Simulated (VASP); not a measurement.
# B (R-3m) in VASP: settings compared

Aim: see how the results for B move with the level of theory and the settings. Levels: PBEsol, PBE, r2SCAN. Tasks: single point.

All numbers are computed with VASP 6.6.1; they aren't measurements. Logs are shortened: lines on timing, memory, paths and dates and some standing lists are left out, and cuts for length are marked.

## Step 1: The cell of the first run

It takes space group R-3m (No. 166, trigonal). Conventional cell: a = 4.876 Å, b = 4.876 Å, c = 12.499 Å, α = 90.00°, β = 90.00°, γ = 120.00°. Within 2.2 Å of B (site symmetry m) lie 6 B at 1.67 to 1.79 Å. B (site symmetry m) has 7 B at 1.77 to 1.99 Å within 2.4 Å.

## Step 2: Single point, PBEsol

The input, INCAR:

```
ALGO = Normal ; EDIFF = 1E-6
ENCUT = 520 ; GGA = PS
ISIF = 2 ; ISMEAR = -1
LASPH = T ; LCHARG = T
LELF = T ; LREAL = F
LVHAR = T ; LWAVE = F
NBANDS = 30 ; NELM = 80
PREC = Accurate ; SIGMA = 0.01
```

The input, KPOINTS:

```
k-points
0
Gamma
  7 7 7
```

The input, POSCAR:

```
B
1.0
    2.4380469668      1.4076070726      4.1662067144
   -2.4380469668      1.4076070726      4.1662067144
    0.0000000000     -2.8152141452      4.1662067144
B
12
Direct
    0.0106113856      0.6538341030      0.0106113856
    0.0106113856      0.0106113856      0.6538341030
    0.6538341030      0.0106113856      0.0106113856
    0.9893886144      0.3461658970      0.9893886144
    0.3461658970      0.9893886144      0.9893886144
    0.9893886144      0.9893886144      0.3461658970
    0.2216033354      0.6297818419      0.2216033354
    0.2216033354      0.2216033354      0.6297818419
    0.6297818419      0.2216033354      0.2216033354
    0.7783966646      0.3702181581      0.7783966646
    0.3702181581      0.7783966646      0.7783966646
    0.7783966646      0.7783966646      0.3702181581
```

Potentials or basis: VASP PAW PBE potentials, release 64 (B).

Command:

```bash
> cat potpaw_PBE.64/B/POTCAR > POTCAR
> mpirun -np 1 vasp_std > vasp.out
```

OUTCAR:

```text
EDIFF = 1E-6
   ENCUT = 520
   GGA = PS
   ISIF = 2
   ISMEAR = -1
   LASPH = T
   LREAL = F
   NELM = 80
   PREC = Accurate

 ion  position               nearest neighbor table
   1  0.011  0.654  0.011-   4 1.67   3 1.74   2 1.74   7 1.79  12 1.79  11 1.79
   2  0.011  0.011  0.654-   6 1.67   3 1.74   1 1.74   8 1.79  10 1.79  11 1.79
   3  0.654  0.011  0.011-   5 1.67   1 1.74   2 1.74   9 1.79  12 1.79  10 1.79
   4  0.989  0.346  0.989-   1 1.67   5 1.74   6 1.74  10 1.79   8 1.79   9 1.79
   5  0.346  0.989  0.989-   3 1.67   4 1.74   6 1.74  11 1.79   8 1.79   7 1.79
   6  0.989  0.989  0.346-   2 1.67   4 1.74   5 1.74  12 1.79   9 1.79   7 1.79
   7  0.222  0.630  0.222-  12 1.77  11 1.77   1 1.79   6 1.79   5 1.79   9 1.99   8 1.99
   8  0.222  0.222  0.630-  10 1.77  11 1.77   2 1.79   4 1.79   5 1.79   7 1.99   9 1.99
   9  0.630  0.222  0.222-  12 1.77  10 1.77   3 1.79   6 1.79   4 1.79   7 1.99   8 1.99
  10  0.778  0.370  0.778-   8 1.77   9 1.77   4 1.79   2 1.79   3 1.79  11 1.99  12 1.99
  11  0.370  0.778  0.778-   8 1.77   7 1.77   5 1.79   2 1.79   1 1.79  10 1.99  12 1.99
  12  0.778  0.778  0.370-   7 1.77   9 1.77   6 1.79   3 1.79   1 1.79  10 1.99  11 1.99

  LATTYP: Found a trigonal (rhomboedric) cell.
 ALAT       =     5.0281914313
 COS(alpha) =     0.5297914479

  Lattice vectors:

 A1 = (   2.4380469668,   1.4076070726,   4.1662067144)
 A2 = (  -2.4380469668,   1.4076070726,   4.1662067144)
 A3 = (   0.0000000000,  -2.8152141452,   4.1662067144)

Analysis of symmetry for initial positions (statically):
=====================================================================
 Subroutine PRICEL returns:
 Original cell was already a primitive cell.

 Routine SETGRP: Setting up the symmetry group for a
 trigonal (rhombohedral) supercell.

 Subroutine GETGRP returns: Found 12 space group operations
 (whereof 12 operations were pure point group operations)
 out of a pool of 12 trial point group operations.

The static configuration has the point symmetry D_3d.

Analysis of symmetry for dynamics (positions and initial velocities):
=====================================================================
 Subroutine PRICEL returns:
 Original cell was already a primitive cell.

 Routine SETGRP: Setting up the symmetry group for a
 trigonal (rhombohedral) supercell.

 Subroutine GETGRP returns: Found 12 space group operations
 (whereof 12 operations were pure point group operations)
 out of a pool of 12 trial point group operations.

The dynamic configuration has the point symmetry D_3d.

[... 131 lines left out ...]
   EMIN   =  10.00;   EMAX   =-10.00  energy-range for DOS
   EFERMI =   0.00;   METHOD = LEGACY
   ISMEAR =    -1;   SIGMA  =   0.01  broadening in eV -4-tet -1-fermi 0-gaus
   EFERMI_NEDOS =   21; number of points for ismear=-14 and -15
   IALGO  =     38    algorithm
   IMIX   =      4    mixing-type and parameters
     AMIX     =   0.40;   BMIX     =  1.00
     AMIX_MAG =   1.60;   BMIX_MAG =  1.00
  volume/ion in A,a.u.               =       7.15        48.24
  Fermi-wavevector in a.u.,A,eV,Ry     =   1.225661  2.316164 20.439293  1.502246
  Thomas-Fermi vector in A             =   2.360691
   LORBIT       =      0    0 simple, 1 ext, 2 COOP (PROOUT), +10 PAW based schemes
   GGA     = PS    functional components
   LHFCALC =     F    Hartree Fock is set to
   AEXX    =    0.0000 exact exchange contribution
   IVDW    =     0    specifies the selected vdW correction
   LEPSILON=     F    determine dielectric tensor
   LRPA    =     F    only Hartree local field effects (RPA)
 non-spin polarized calculation
  energy-cutoff  :      520.00
  volume of cell :       85.79
 maximum number of plane-waves:      2323
 NGX is ok and might be reduce to    40
   NGX = 19   NGY = 19   NGZ = 19

 number of electron      36.0000000 magnetization

 Free energy of the ion-electron system (eV)
  ---------------------------------------------------
  ext. energy  EPLUGINS =         0.00000000
  ---------------------------------------------------
  free energy    TOTEN  =       -84.47217180 eV

  energy without entropy =      -84.47217180  energy(sigma->0) =      -84.47217180

 E-fermi :   6.2156     XC(G=0): -11.7183

 val. band max:        6.0292095087   @ k =   0.4286   0.4286   0.4286
 cond. band min:       7.3837194342   @ k =   0.0000   0.0000   0.0000
 fundamental gap:      1.3545099255
 Fermi energy:         6.2155769972

 k-point     1 :       0.0000    0.0000    0.0000
  band No.  band energies     occupation
      1     -10.2919      2.00000
      2      -4.4726      2.00000
      3      -4.2156      2.00000
      4      -4.2156      2.00000
      5      -3.2554      2.00000
      6      -2.5636      2.00000
[... 781 lines left out ...]
     29      15.2305      0.00000
     30      15.7944      0.00000

 [... further k-points ...]

------------------------ aborting loop because EDIFF is reached ----------------------------------------

  FORCE on cell =-STRESS in cart. coord.  units (eV):
  Direction    XX          YY          ZZ          XY          YZ          ZX
  --------------------------------------------------------------------------------------
  -------------------------------------------------------------------------------------
  Total        0.2213660      0.2213660      0.2130330      0.0000000     -0.0000000     -0.0000000
  in kB        4.1343374      4.1343374      3.9787060      0.0000000     -0.0000000     -0.0000000
  external PRESSURE =       4.0824603 kB  Pullay stress =       0.0000000 kB

 VOLUME and BASIS-vectors are now :
 -----------------------------------------------------------------------------
  energy-cutoff  :      520.00
  volume of cell :       85.79
      direct lattice vectors                 reciprocal lattice vectors
     2.438046967  1.407607073  4.166206714     0.205082185  0.118404255  0.080008832
    -2.438046967  1.407607073  4.166206714    -0.205082185  0.118404255  0.080008832
     0.000000000 -2.815214145  4.166206714     0.000000000 -0.236808510  0.080008832

 POSITION                                       TOTAL-FORCE (eV/Angst)
 -----------------------------------------------------------------------------------
     -1.56821      0.90540      2.81243         0.016309     -0.009416     -0.014395
      0.00000     -1.81081      2.81243         0.000000      0.018831     -0.014395
      1.56821      0.90540      2.81243        -0.016309     -0.009416     -0.014395
      1.56821     -0.90540      9.68619        -0.016309      0.009416      0.014395
     -1.56821     -0.90540      9.68619         0.016309      0.009416      0.014395
      0.00000      1.81081      9.68619         0.000000     -0.018831      0.014395
     -0.99516      0.57455      4.47029         0.022733     -0.013125      0.007063
      0.00000     -1.14911      4.47029         0.000000      0.026250      0.007063
      0.99516      0.57455      4.47029        -0.022733     -0.013125      0.007063
      0.99516     -0.57455      8.02833        -0.022733      0.013125     -0.007063
     -0.99516     -0.57455      8.02833         0.022733      0.013125     -0.007063
      0.00000      1.14911      8.02833         0.000000     -0.026250     -0.007063
 -----------------------------------------------------------------------------------
    total drift:                                0.000000      0.000000     -0.000000

  FREE ENERGIE OF THE ION-ELECTRON SYSTEM (eV)
  ---------------------------------------------------
  free  energy   TOTEN  =       -84.4721717963 eV

  energy  without entropy=      -84.4721717963  energy(sigma->0) =      -84.47217180
```

It took 2.1 min on 1 thread of Intel Xeon Platinum 8488C (Sapphire Rapids), shared host; peak memory 0.25 GiB.

Results:

```yaml
Free_energy: -84.4722 eV
Pressure: 0.4 GPa
Largest_force: 0.027 eV/Å
Band_gap_on_the_k_mesh: 1.35 eV, indirect (least direct gap 1.68 eV)
```

Forces on the atoms (eV/Å):
```
B    0.016 -0.009 -0.014
B    0.000  0.019 -0.014
B   -0.016 -0.009 -0.014
B   -0.016  0.009  0.014
B    0.016  0.009  0.014
B    0.000 -0.019  0.014
B    0.023 -0.013  0.007
B    0.000  0.026  0.007
B   -0.023 -0.013  0.007
B   -0.023  0.013 -0.007
B    0.023  0.013 -0.007
B    0.000 -0.026 -0.007
```

Caveat: the PAW data sets were made with another functional, which shifts forces and pressure a little. A k mesh can miss the band edges.

(Part 1 of 2 ends here.)
